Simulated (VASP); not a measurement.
Write the native input for VASP 6.6.1 that does the following.

* Task: single point
* Functional: PBE
* Potentials or basis: VASP PAW PBE potentials, release 64 (Lu, Si, P)
* Cutoff: 520 eV
* k mesh: 4 × 4 × 4
* Occupations: gaussian, width 0.1 eV
* Spin: no spin polarisation
* Dipole correction: no
* Further INCAR settings: ALGO = Normal; EDIFF = 1e-06; NBANDS = 42

The structure of Lu2Si3P lies in POSCAR:

```
Lu2Si3P
1.0
    4.4446587800      0.0000000000      0.0000000000
    0.0000000000      4.4446587800      0.0000000000
    0.0000000000      0.0000000000      5.9715842800
Lu Si P
2 3 1
Direct
    0.0000000000      0.5000000000      0.5000000000
    0.5000000000      0.0000000000      0.5000000000
    0.0000000000      0.0000000000      0.2008615600
    0.0000000000      0.0000000000      0.7991384400
    0.0000000000      0.0000000000      0.5000000000
    0.5000000000      0.5000000000      0.5000000000
```

The cell was built from a structure type or drawn by symmetry, and may not be a known phase.

These files were run (other wordings do the same):

INCAR

```
SYSTEM = Lu2Si3P
PREC     = Accurate       ! precision mode
ENCUT    = 520            ! plane-wave cutoff, eV
EDIFF    = 1E-6           ! SCF threshold, eV
ISMEAR   = 0              ! smearing method
SIGMA    = 0.1            ! smearing width, eV
LREAL    = .FALSE.        ! projectors in reciprocal space
LASPH    = .TRUE.         ! aspherical terms in the spheres
NELM     = 60             ! most SCF steps
ALGO     = Normal         ! electronic algorithm
ISIF     = 2              ! what is computed and relaxed
LWAVE    = .FALSE.        ! write WAVECAR
LCHARG   = .FALSE.        ! write CHGCAR
GGA      = PE             ! functional
NBANDS   = 42             ! bands
```

KPOINTS

```
regular mesh
0
G
  4 4 4
  0 0 0
```

Potentials or basis: VASP PAW PBE potentials, release 64 (Lu, Si, P).

Launch:

```sh
$ cat potpaw_PBE.64/Lu/POTCAR potpaw_PBE.64/Si/POTCAR potpaw_PBE.64/P/POTCAR > POTCAR
$ mpirun -np 1 vasp_std > vasp.out
```

It gave:

```
Pressure               : 67.5 GPa
Largest force          : 13.489 eV/Å
Band gap on the k mesh : zero (an odd number of electrons rules out a gap without spin polarisation)
```

Caveat: the cell stands under pressure; spin-orbit coupling is left out, which moves the levels of the heavy elements; forces of over 1 eV/Å act on the atoms, so gaps and moduli don't describe the material at rest.

It took 2.9 min on 1 thread of Oxide Virtual Turin-like Processor, with other jobs on the host, peak memory 0.25 GiB.
